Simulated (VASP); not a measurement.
Runs of VASP 6.6.1 on NiO. The structure is that of space group Fm-3m (No. 225), or close to it. The cells are those of the table. 

```tsv
level	spin	cell	k mesh	gap on the mesh (eV)	pressure (GPa)	moment (μB)
r2SCAN	collinear, ferromagnetic start	a = 2.953 Å, angles 60.0°, 2 atoms	14 × 14 × 14	0.71	2.0	2.00
r2SCAN	off	a = 2.962 Å, angles 60.0°, 2 atoms	14 × 14 × 14	none	-11.4	-
PBE	collinear, ferromagnetic start	a = 2.984 Å, angles 60.0°, 2 atoms	8 × 8 × 8	none	-0.2	1.85
PBE	collinear, ferromagnetic start	a = 2.950 Å, angles 60.0°, 2 atoms	8 × 8 × 8	none	(c)	(b)
r2SCAN	collinear, ferromagnetic start	a = 2.962 Å, angles 60.0°, 2 atoms	14 × 14 × 14	0.74	0.1	2.00
PBE	collinear, ferromagnetic start	a = 2.994 Å, angles 60.0°, 2 atoms	8 × 8 × 8	none	-1.9	(a)
r2SCAN	collinear, ferromagnetic start	a = 2.984 Å, angles 60.0°, 2 atoms	14 × 14 × 14	0.81	(d)	2.00
```

Alike in all rows: task single point; potentials or basis VASP PAW PBE potentials, release 64 (Ni, O); cutoff (eV) 520; smearing gaussian 0.05 eV.

Task: Fill in the values left out.

Result: (a) 1.86; (b) 1.83; (c) 6.7; (d) -4.5.

Caveats: a cell with one magnetic atom can't hold antiferromagnetic order, which such compounds often take (at least some runs); the PAW data sets were made with another functional, which shifts forces and pressure a little (at least some runs); semilocal functionals often make such compounds metallic where correlation or magnetic order opens a gap, which also shifts bond lengths (at least some runs); the cell stands under tension (at least some runs); the cell stands under pressure (at least some runs).

A k mesh can miss the band edges.

A gap of «none» marks levels without a gap at the run's occupations.
